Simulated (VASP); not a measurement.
A run of VASP 6.6.1 is set up as follows.

The input INCAR:

```
PREC = Accurate
ENCUT = 520
EDIFF = 1E-6
ISMEAR = 0
SIGMA = 0.1
LREAL = F
LASPH = T
NELM = 80
ALGO = Fast
ISIF = 2
LWAVE = F
LCHARG = T
GGA = PE
LELF = T
LVHAR = T
NBANDS = 51
```

Contents of KPOINTS:

```
Automatic mesh
0
Gamma
  10 10 4
```

Contents of POSCAR:

```
Sn5Ge
1.0
    3.4675866260      0.0000000000      0.0000000000
    0.0000000000      3.4675866260      0.0000000000
    0.0000000000      0.0000000000     13.1885654858
Sn Ge
5 1
Direct
    0.0000000000      0.0000000000      0.0000000000
    0.5000000000      0.5000000000      0.1760025677
    0.0000000000      0.0000000000      0.3557508713
    0.0000000000      0.0000000000      0.6442491287
    0.5000000000      0.5000000000      0.8239974323
    0.5000000000      0.5000000000      0.5000000000
```

Potentials or basis: VASP PAW PBE potentials, release 64 (Sn_d, Ge_d).

The run is started by

```bash
$ cat potpaw_PBE.64/Sn_d/POTCAR potpaw_PBE.64/Ge_d/POTCAR > POTCAR
$ mpirun -np 1 vasp_std > vasp.out
```

(1) Predict the largest force.

(2) What does it give for the pressure?

(3) Predict the band gap on the k mesh.

Results:

(1) 0.003 eV/Å.

(2) 0.0 GPa.

(3) zero (bands 42 and 43 overlap by 3.92 eV).

Caveat: spin-orbit coupling is left out, which moves the levels of the heavy elements.
